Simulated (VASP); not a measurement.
# BeSe2 (Pa-3) in VASP: notebook, part 2 of 2

VASP 6.6.1.

### 3 Relaxation of cell and atoms, PBE

This run uses another cell than the first one, of 20.15 Å³/atom, 1.163 times its volume.

INCAR reads:

```
PREC = Accurate
ENCUT = 600
EDIFF = 1E-7
ISMEAR = 0
SIGMA = 0.2
LREAL = F
LASPH = T
NELM = 100
ALGO = Normal
ISIF = 3
LWAVE = F
LCHARG = F
GGA = PE
IBRION = 2
NSW = 36
EDIFFG = -0.08
```

KPOINTS reads:

```
Automatic mesh
0
Gamma
  3 3 3
```

POSCAR reads:

```
BeSe2
1.0
    6.2300000000      0.0000000000      0.0000000000
    0.0000000000      6.2300000000      0.0000000000
    0.0000000000      0.0000000000      6.2300000000
Be Se
4 8
Direct
    0.5000000000      0.0000000000      0.5000000000
    0.0000000000      0.0000000000      0.0000000000
    0.5000000000      0.5000000000      0.0000000000
    0.0000000000      0.5000000000      0.5000000000
    0.6130000000      0.8870000000      0.1130000000
    0.3870000000      0.1130000000      0.8870000000
    0.6130000000      0.6130000000      0.6130000000
    0.3870000000      0.3870000000      0.3870000000
    0.8870000000      0.1130000000      0.6130000000
    0.1130000000      0.8870000000      0.3870000000
    0.1130000000      0.6130000000      0.8870000000
    0.8870000000      0.3870000000      0.1130000000
```

Potentials or basis: VASP PAW PBE potentials, release 64 (Be, Se).

On the command line:

```
$ cat potpaw_PBE.64/Be/POTCAR potpaw_PBE.64/Se/POTCAR > POTCAR
$ mpirun -np 1 vasp_std > vasp.out
```

OUTCAR:

```text
PREC = Accurate
   ENCUT = 600
   EDIFF = 1E-7
   ISMEAR = 0
   LREAL = F
   LASPH = T
   NELM = 100
   ISIF = 3
   GGA = PE
   IBRION = 2
   NSW = 36
   EDIFFG = -0.08

 ion  position               nearest neighbor table
   1  0.500  0.000  0.500-
   2  0.000  0.000  0.000-
   3  0.500  0.500  0.000-
   4  0.000  0.500  0.500-
   5  0.613  0.887  0.113-   6 2.44
   6  0.387  0.113  0.887-   5 2.44
   7  0.613  0.613  0.613-   8 2.44
   8  0.387  0.387  0.387-   7 2.44
   9  0.887  0.113  0.613-  10 2.44
  10  0.113  0.887  0.387-   9 2.44
  11  0.113  0.613  0.887-  12 2.44
  12  0.887  0.387  0.113-  11 2.44

  LATTYP: Found a simple cubic cell.
 ALAT       =     6.2300000000

  Lattice vectors:

 A1 = (   6.2300000000,   0.0000000000,   0.0000000000)
 A2 = (   0.0000000000,   6.2300000000,   0.0000000000)
 A3 = (   0.0000000000,   0.0000000000,   6.2300000000)

Analysis of symmetry for initial positions (statically):
=====================================================================
 Subroutine PRICEL returns:
 Original cell was already a primitive cell.

 Routine SETGRP: Setting up the symmetry group for a
 simple cubic supercell.

 Subroutine GETGRP returns: Found 24 space group operations
 (whereof  6 operations were pure point group operations)
 out of a pool of 48 trial point group operations.

The static configuration has the point symmetry S_6 .
 The point group associated with its full space group is T_h .

Analysis of symmetry for dynamics (positions and initial velocities):
=====================================================================
 Subroutine PRICEL returns:
 Original cell was already a primitive cell.

 Routine SETGRP: Setting up the symmetry group for a
 simple cubic supercell.

 Subroutine GETGRP returns: Found 24 space group operations
 (whereof  6 operations were pure point group operations)
 out of a pool of 48 trial point group operations.

The dynamic configuration has the point symmetry S_6 .
 The point group associated with its full space group is T_h .

 Subroutine INISYM returns: Found 24 space group operations
 (whereof  6 operations are pure point group operations),
[... 99 lines left out ...]
   IBRION =      2    ionic relax: 0-MD 1-quasi-New 2-CG
   NFREE  =      1    steps in history (QN), initial steepest desc. (CG)
   ISIF   =      3    stress and relaxation
   ISYM   =      2    0-nonsym 1-usesym 2-fastsym
   POTIM  = 0.5000    time-step for ionic-motion
   TEBEG  =    0.0;   TEEND  =   0.0 temperature during run
   PSTRESS=    0.0 pullay stress
   NELECT =      56.0000    total number of electrons
   NUPDOWN=      -1.0000    fix difference up-down
   EMIN   =  10.00;   EMAX   =-10.00  energy-range for DOS
   EFERMI =   0.00;   METHOD = LEGACY
   ISMEAR =     0;   SIGMA  =   0.20  broadening in eV -4-tet -1-fermi 0-gaus
   EFERMI_NEDOS =   21; number of points for ismear=-14 and -15
   IALGO  =     38    algorithm
   IMIX   =      4    mixing-type and parameters
     AMIX     =   0.40;   BMIX     =  1.00
     AMIX_MAG =   1.60;   BMIX_MAG =  1.00
  volume/ion in A,a.u.               =      20.15       135.98
  Fermi-wavevector in a.u.,A,eV,Ry     =   1.005347  1.899831 13.751725  1.010723
  Thomas-Fermi vector in A             =   2.138021
   LORBIT       =      0    0 simple, 1 ext, 2 COOP (PROOUT), +10 PAW based schemes
   GGA     = PE    functional components
   LHFCALC =     F    Hartree Fock is set to
   AEXX    =    0.0000 exact exchange contribution
   IVDW    =     0    specifies the selected vdW correction
   LEPSILON=     F    determine dielectric tensor
   LRPA    =     F    only Hartree local field effects (RPA)
 conjugate gradient relaxation of ions
 non-spin polarized calculation
 Gauss-broadening in eV      SIGMA  =   0.20
  energy-cutoff  :      600.00
  volume of cell :      241.80
 maximum number of plane-waves:      8121
 NGX is ok and might be reduce to    50
   NGX = 25   NGY = 25   NGZ = 25

--------------------------------------- Ionic step        1  -------------------------------------------

 number of electron      56.0000004 magnetization

 Free energy of the ion-electron system (eV)
  ---------------------------------------------------
  ext. energy  EPLUGINS =         0.00000000
  ---------------------------------------------------
  free energy    TOTEN  =       -45.38252951 eV

  energy without entropy =      -45.38252323  energy(sigma->0) =      -45.38252637

 E-fermi :   4.3296     XC(G=0):  -9.4959

 val. band max:        3.7315754984   @ k =   0.0000   0.0000   0.0000
 cond. band min:       4.8904398587   @ k =   0.0000   0.0000   0.0000
 fundamental gap:      1.1588643603
 Fermi energy:         4.3295967779

 k-point     1 :       0.0000    0.0000    0.0000
  band No.  band energies     occupation
      1     -11.1679      2.00000
      2      -9.9356      2.00000
      3      -9.9356      2.00000
      4      -9.9356      2.00000
      5      -8.1315      2.00000
      6      -8.1315      2.00000
[... 324 lines left out ...]
--------------------------------------- Ionic step        5  -------------------------------------------

 number of electron      56.0000009 magnetization

 Free energy of the ion-electron system (eV)
  ---------------------------------------------------
  ext. energy  EPLUGINS =         0.00000000
  ---------------------------------------------------
  free energy    TOTEN  =       -46.21779988 eV

  energy without entropy =      -46.21724201  energy(sigma->0) =      -46.21752095

 E-fermi :   5.6282     XC(G=0): -10.1151

 val. band max:        5.2006111380   @ k =   0.0000   0.0000   0.0000
 cond. band min:       5.9639713503   @ k =   0.0000   0.0000   0.0000
 fundamental gap:      0.7633602122
 Fermi energy:         5.6281524728

 k-point     1 :       0.0000    0.0000    0.0000
  band No.  band energies     occupation
      1     -10.6462      2.00000
      2      -8.9130      2.00000
      3      -8.9130      2.00000
      4      -8.9130      2.00000
      5      -7.1757      2.00000
      6      -7.1757      2.00000
[... 180 lines left out ...]
  FREE ENERGIE OF THE ION-ELECTRON SYSTEM (eV)
  ---------------------------------------------------
  free  energy   TOTEN  =       -46.2177998761 eV

  energy  without entropy=      -46.2172420147  energy(sigma->0) =      -46.21752095

 reached required accuracy - stopping structural energy minimisation
```

It took 2.6 min on 1 thread of AMD EPYC 7R13 (Zen 3), shared host; peak memory 0.34 GiB.

Results:

```
Free energy                            : -46.2178 eV
Relaxed volume                         : 17.46 Å³/atom
Relaxed cell                           : a = 5.940 Å, b = 5.940 Å, c = 5.940 Å, α = 90.00°, β = 90.00°, γ = 90.00°
Space group after relaxing (to 0.05 Å) : Pa-3 (No. 205)
Energy gained by relaxing              : 69.6 meV/atom
Ionic steps                            : 5
Pressure after relaxing                : 0.2 GPa
Largest force after relaxing           : 0.020 eV/Å
Band gap on the k mesh                 : 0.76 eV, direct
```

Forces on the atoms (eV/Å):
```
Be   0.000  0.000  0.000
Be   0.000  0.000  0.000
Be   0.000  0.000  0.000
Be   0.000  0.000  0.000
Se   0.012 -0.012  0.012
Se  -0.012  0.012 -0.012
Se   0.012  0.012  0.012
Se  -0.012 -0.012 -0.012
Se  -0.012  0.012  0.012
Se   0.012 -0.012 -0.012
Se   0.012  0.012 -0.012
Se  -0.012 -0.012  0.012
```

Step by step:
```csv
step,energy change (eV),largest force (eV/Å),pressure (GPa),volume (Å³)
1,0.0000,0.0820,-7.58,241.80
2,-0.7130,0.8597,1.47,209.96
3,-0.7330,0.7090,-0.09,213.96
4,-0.8341,0.0889,0.18,210.05
5,-0.8353,0.0201,0.23,209.56
```

Final structure:
```cif
data_structure
_symmetry_space_group_name_H-M 'P 1'
_symmetry_Int_Tables_number 1
_cell_length_a 5.9398
_cell_length_b 5.9398
_cell_length_c 5.9398
_cell_angle_alpha 90.000
_cell_angle_beta 90.000
_cell_angle_gamma 90.000
_cell_volume 209.56
loop_
_atom_site_label
_atom_site_type_symbol
_atom_site_fract_x
_atom_site_fract_y
_atom_site_fract_z
_atom_site_occupancy
Be1 Be 0.50000 0.00000 0.50000 1
Be2 Be 0.00000 0.00000 0.00000 1
Be3 Be 0.50000 0.50000 0.00000 1
Be4 Be 0.00000 0.50000 0.50000 1
Se1 Se 0.61625 0.88375 0.11625 1
Se2 Se 0.38375 0.11625 0.88375 1
Se3 Se 0.61625 0.61625 0.61625 1
Se4 Se 0.38375 0.38375 0.38375 1
Se5 Se 0.88375 0.11625 0.61625 1
Se6 Se 0.11625 0.88375 0.38375 1
Se7 Se 0.11625 0.61625 0.88375 1
Se8 Se 0.88375 0.38375 0.11625 1
```

Levels at points of the mesh, in eV from the valence-band top:
```
           k point  band 24  band 25  band 26  band 27  band 28  band 29  band 30  band 31  band 32  band 33
(0.00, 0.00, 0.00)    -1.05    -1.05    -1.05     0.00     0.00     0.76     2.71     2.71     2.71     3.35
```

Caveat: the relaxation stopped at a loose force limit of 0.08 eV/Å, so its end isn't a converged minimum. Expect the measured gap to be larger: semilocal functionals such as PBE lack the derivative discontinuity.

### 4 Single point, PBE

This run uses another cell than the first one, of 17.46 Å³/atom, 1.008 times its volume.

INCAR reads:

```
SYSTEM = BeSe2
ALGO = Normal
EDIFF = 1E-6
ENCUT = 520
GGA = PE
ISIF = 2
ISMEAR = 0
LASPH = .TRUE.
LCHARG = .FALSE.
LREAL = .FALSE.
LWAVE = .FALSE.
NBANDS = 40
NELM = 60
PREC = Accurate
SIGMA = 0.02
```

KPOINTS reads:

```
k-points
0
G
  6 6 6
  0 0 0
```

POSCAR reads:

```
BeSe2
1.0
    5.9396881845      0.0000000000      0.0000000000
    0.0000000000      5.9396881845      0.0000000000
    0.0000000000      0.0000000000      5.9396881845
Be Se
4 8
Direct
    0.5000000000      0.0000000000      0.5000000000
    0.0000000000      0.0000000000      0.0000000000
    0.5000000000      0.5000000000      0.0000000000
    0.0000000000      0.5000000000      0.5000000000
    0.6163861307      0.8836138693      0.1163861307
    0.3836138693      0.1163861307      0.8836138693
    0.6163861307      0.6163861307      0.6163861307
    0.3836138693      0.3836138693      0.3836138693
    0.8836138693      0.1163861307      0.6163861307
    0.1163861307      0.8836138693      0.3836138693
    0.1163861307      0.6163861307      0.8836138693
    0.8836138693      0.3836138693      0.1163861307
```

On the command line:

```
$ cat potpaw_PBE.64/Be/POTCAR potpaw_PBE.64/Se/POTCAR > POTCAR
$ mpirun -np 1 vasp_std > vasp.out
```

Run time: 2.1 min. Hardware: 1 thread of AMD EPYC 7R13 (Zen 3), shared host; peak memory 0.38 GiB.

Results (log left out):

- Free energy: -46.2604 eV
- Pressure: 0.1 GPa
- Largest force: 0.021 eV/Å
- Band gap on the k mesh: 0.75 eV, indirect (the least direct gap lies 4.7 meV higher)

Forces on the atoms (eV/Å):
```
Be   0.000  0.000  0.000
Be   0.000  0.000  0.000
Be   0.000  0.000  0.000
Be   0.000  0.000  0.000
Se   0.012 -0.012  0.012
Se  -0.012  0.012 -0.012
Se   0.012  0.012  0.012
Se  -0.012 -0.012 -0.012
Se  -0.012  0.012  0.012
Se   0.012 -0.012 -0.012
Se   0.012  0.012 -0.012
Se  -0.012 -0.012  0.012
```

Levels at points of the mesh, in eV from the valence-band top:
```tsv
k point	band 25	band 26	band 27	band 28	band 29	band 30	band 31	band 32
(0.00, 0.00, 0.00)	-1.05	-1.05	0.00	0.00	0.75	2.70	2.70	2.70
(0.50, 0.00, 0.00)	-1.32	-1.32	-0.05	-0.05	1.42	1.42	1.55	1.55
(0.50, 0.50, 0.00)	-1.58	-1.58	-1.58	-1.58	1.50	1.50	1.50	1.50
(0.50, 0.50, 0.50)	-1.95	-1.95	-1.95	-1.95	1.27	1.27	1.27	1.27
```

A k mesh can miss the band edges. As with any semilocal functional, this PBE gap is likely too small.

### 5 Overview

| task | cell | k mesh | cutoff (eV) | smearing | gap on the mesh (eV) | pressure (GPa) | largest force (eV/Å) |
| --- | --- | --- | --- | --- | --- | --- | --- |
| single point | a = 5.925 Å, 12 atoms | 3 × 3 × 3 | 520 | gaussian 0.2 eV | 0.73 | 0.8 | - |
| relaxation of cell and atoms | relaxed from a = 6.230 Å, 12 atoms | 3 × 3 × 3 | 600 | gaussian 0.2 eV | 0.76 | 0.2 | 0.02 |
| single point | a = 5.940 Å, 12 atoms | 6 × 6 × 6 | 520 | gaussian 0.02 eV | 0.75 | 0.1 | 0.02 |

Alike in all rows: level PBE; potentials or basis VASP PAW PBE potentials, release 64 (Be, Se); no spin polarisation.

Caveats: the relaxation stopped at a loose force limit of 0.08 eV/Å, so its end isn't a converged minimum (some runs).

Absolute energies hang on the potentials; compare differences alone.
